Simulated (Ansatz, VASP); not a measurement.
## AlH7: VASP beside Ansatz

```
Al H
1.0
     2.60855    0.00000    0.00000
     0.00000    5.61113    3.76571
     0.00000   -5.61113    3.76571
Al H
1 7
Direct
  0.50000 0.44192 0.44192
  0.64361 0.15117 0.84963
  0.35639 0.84963 0.15117
  0.64361 0.84963 0.15117
  0.35639 0.15117 0.84963
  0.00000 0.28192 0.48423
  0.00000 0.48423 0.28192
  0.50000 0.65198 0.65198
```

Alike in both runs: task relaxation of cell and atoms; functional PBE; k mesh 10 × 4 × 4; occupations gaussian, width 0.02 eV; no spin polarisation.

```csv
,VASP,Ansatz
version,VASP 6.6.1,Ansatz 0.2.0
potentials or method,"VASP PAW PBE potentials, release 64 (Al, H), cutoff 600 eV","scalar-relativistic, plane waves, PAW"
valence electrons in the cell,10,10
```

|  | VASP | Ansatz | Ansatz less VASP |
| --- | --- | --- | --- |
| gap on the k mesh at the Fermi level, each at its own relaxed structure (eV) | 3.13 | 3.14 | +0.014 |
| relaxed volume (Å³/atom) | 13.78 | 14.46 | +0.678 |
| relaxed cell length with the largest relative difference (Å) | 6.760 | 6.922 | +0.1623 |
